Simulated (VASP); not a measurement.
Set up this calculation in VASP 6.6.1, as the native input.

| Item | Value |
| --- | --- |
| Task | electric field gradients |
| Functional | PBEsol |
| Potentials or basis | VASP PAW PBE potentials, release 64 (Pd) |
| Cutoff | 520 eV |
| k mesh | 18 × 18 × 18 |
| Occupations | fermi-dirac, width 0.05 eV |
| Spin | no spin polarisation |
| Dipole correction | no |
| Further INCAR settings | ALGO = Normal; EDIFF = 1e-08; NBANDS = 11 |

The structure of Pd lies in POSCAR:

```
Pd
1.0
    0.0000000000      1.9830449783      1.9830449783
    1.9830449783      0.0000000000      1.9830449783
    1.9830449783      1.9830449783      0.0000000000
Pd
1
Direct
    0.0000000000      0.0000000000      0.0000000000
```

This cell differs from its parent crystal: volume scaled by 1.06.

The input as run:

INCAR

```
SYSTEM = Pd
  PREC = Accurate
  ENCUT = 520
  EDIFF = 1E-8
  ISMEAR = -1
  SIGMA = 0.05
  LREAL = .FALSE.
  LASPH = .TRUE.
  NELM = 80
  ALGO = Normal
  ISIF = 2
  LWAVE = .FALSE.
  LCHARG = .FALSE.
  GGA = PS
  LEFG = .TRUE.
  NBANDS = 11
```

KPOINTS

```
regular mesh
0
G
  18 18 18
  0 0 0
```

Potentials or basis: VASP PAW PBE potentials, release 64 (Pd).

Launch:

```sh
$ cat potpaw_PBE.64/Pd/POTCAR > POTCAR
$ mpirun -np 1 vasp_std > vasp.out
```

It gave:

```
Pressure               : -12.0 GPa
Band gap on the k mesh : zero (band 5 reaches 8.97 eV, above the bottom of band 6 at 7.53 eV)
```

Caveat: without QUAD_EFG the Cq values of the log hold for a quadrupole moment of 1 mb, not for the nuclei; the PAW data sets were made with another functional, which shifts forces and pressure a little.

Run time: 23 s on 1 thread of Intel Xeon 6975P-C, on a shared host, peak memory 0.17 GiB.
